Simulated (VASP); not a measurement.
Crystal: GeSe.

```xyz
8
Lattice="10.7900 0.0000 0.0000 0.0000 3.8200 0.0000 0.0000 0.0000 4.3800" Properties=species:S:1:pos:R:3 pbc="T T T"
Ge    1.3056    2.8650    3.9157
Ge    6.7006    2.8650    2.6543
Ge    4.0894    0.9550    1.7257
Ge    9.4844    0.9550    0.4643
Se    9.1931    2.8650    2.1769
Se    3.7981    2.8650    0.0131
Se    6.9919    0.9550    4.3669
Se    1.5969    0.9550    2.2031
```

```yaml
Program: VASP 6.6.1
Task: relaxation of cell and atoms
Functional: PBEsol
Potentials_or_basis: VASP PAW PBE potentials, release 64 (Ge_d, Se)
Cutoff: 500 eV
k_mesh: 4 × 8 × 6
Occupations: fermi-dirac, width 0.02 eV
Spin: no spin polarisation
```

At the start: pressure -0.0 GPa; volume 22.57 Å³/atom.

Where does the relaxation end?

Over 27 steps the energy falls by 4.0 meV/atom and the volume is 21.99 Å³/atom (-2.6 %); space group Pnma (No. 62, to 0.1 Å) before and after.

The path:
```tsv
step	energy change (eV)	largest force (eV/Å)	pressure (GPa)	volume (Å³)
1	0.0000	0.2123	-0.05	180.53
2	-0.0116	0.0961	-0.28	180.35
3	-0.0125	0.0746	-0.37	180.28
4	-0.0205	0.0804	-0.09	178.72
5	-0.0264	0.0946	0.52	175.57
6	-0.0302	0.0386	0.12	175.73
7	-0.0302	0.0354	0.09	175.74
8	-0.0302	0.0363	0.10	175.74
9	-0.0306	0.0329	0.02	176.00
10	-0.0308	0.0269	-0.12	176.51
11	-0.0310	0.0182	-0.09	176.48
12	-0.0311	0.0169	-0.05	176.46
13	-0.0311	0.0177	-0.04	176.45
14	-0.0312	0.0185	-0.02	176.35
15	-0.0314	0.0208	0.05	176.06
16	-0.0315	0.0175	0.04	176.07
17	-0.0316	0.0106	-0.02	176.09
18	-0.0315	0.0274	-0.12	176.14
19	-0.0316	0.0133	-0.06	176.10
20	-0.0317	0.0128	-0.03	175.99
21	-0.0317	0.0152	0.01	175.79
22	-0.0317	0.0159	0.04	175.74
23	-0.0318	0.0127	0.02	175.73
24	-0.0319	0.0156	0.00	175.71
25	-0.0320	0.0116	0.03	175.72
26	-0.0321	0.0064	0.05	175.75
27	-0.0322	0.0064	0.01	175.92
```

Final structure:
```
CELL_PARAMETERS angstrom
10.72297 0.00000 0.00000
0.00000 3.85769 0.00000
0.00000 0.00000 4.25271
ATOMIC_POSITIONS crystal
Ge 0.11941 0.75000 0.89522
Ge 0.61941 0.75000 0.60478
Ge 0.38059 0.25000 0.39522
Ge 0.88059 0.25000 0.10478
Se 0.85601 0.75000 0.50626
Se 0.35601 0.75000 0.99374
Se 0.64399 0.25000 0.00626
Se 0.14399 0.25000 0.49374
```

Caveat: the PAW data sets were made with another functional, which shifts forces and pressure a little.
